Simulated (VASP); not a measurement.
Crystal: Si.

```xyz
2
Lattice="0.0000 2.7219 2.7219 2.7219 0.0000 2.7219 2.7219 2.7219 0.0000" Properties=species:S:1:pos:R:3 pbc="T T T"
Si    2.7219    2.7219    2.7219
Si    4.0828    4.0828    4.0828
```

```yaml
Program: VASP 6.6.1
Task: relaxation of cell and atoms
Functional: SVWN5
Potentials_or_basis: VASP PAW PBE potentials, release 64 (Si)
Cutoff: 600 eV
k_mesh: 8 × 8 × 8
Occupations: fermi-dirac, width 0.05 eV
Spin: no spin polarisation
```

At the start: pressure -1.7 GPa; volume 20.16 Å³/atom.

Problem. Where does the relaxation end?

Solution. Over 3 steps the energy falls by 2.1 meV/atom and the volume is 19.79 Å³/atom (-1.9 %); space group Fd-3m (No. 227, to 0.05 Å).

The path:
```
step  energy change (eV)  largest force (eV/Å)  pressure (GPa)  volume (Å³)
   1              0.0000                0.0000           -1.73        40.33
   2             -0.0021                0.0000            1.28        39.07
   3             -0.0041                0.0000            0.00        39.58
```

Final structure:
```
Si
1.0
     0.00000    2.70490    2.70490
     2.70490    0.00000    2.70490
     2.70490    2.70490    0.00000
Si
2
Direct
  0.50000 0.50000 0.50000
  0.75000 0.75000 0.75000
```

Caveat: the PAW data sets were made with another functional, which shifts forces and pressure a little.
